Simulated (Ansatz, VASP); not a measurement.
One calculation of BeGeF4, two programs

```
CELL_PARAMETERS angstrom
3.33981 -3.40413 0.00000
3.33981 3.40413 0.00000
0.00000 0.00000 3.04193
ATOMIC_POSITIONS crystal
Be 0.50000 0.50000 0.50000
Ge 0.00000 0.00000 0.00000
F 0.67868 0.32132 0.00000
F 0.32132 0.67868 0.00000
F 0.74383 0.74383 0.50000
F 0.25617 0.25617 0.50000
```

Alike in both runs: functional PBE; k mesh 6 × 6 × 10; occupations gaussian, width 0.02 eV; no spin polarisation.

Ansatz relaxed the structure, and its values are those at the end. VASP's run is a single point on that final structure, the one shown.

|  | VASP | Ansatz |
| --- | --- | --- |
| version | VASP 6.6.1 | Ansatz 0.2.0 |
| potentials or method | VASP PAW PBE potentials, release 64 (Be, Ge_d, F), cutoff 520 eV | scalar-relativistic, plane waves, PAW |
| valence electrons in the cell | 44 | 44 |

```tsv
	VASP	Ansatz	Ansatz less VASP
gap on the k mesh at the Fermi level (eV)	2.23	2.24	+0.004
least direct gap on the mesh (eV)	2.39	2.40	+0.003
pressure (GPa)	-0.1	0.0	+0.13
rms of the force components (eV/Å)	0.008	0.001	-0.0069
```
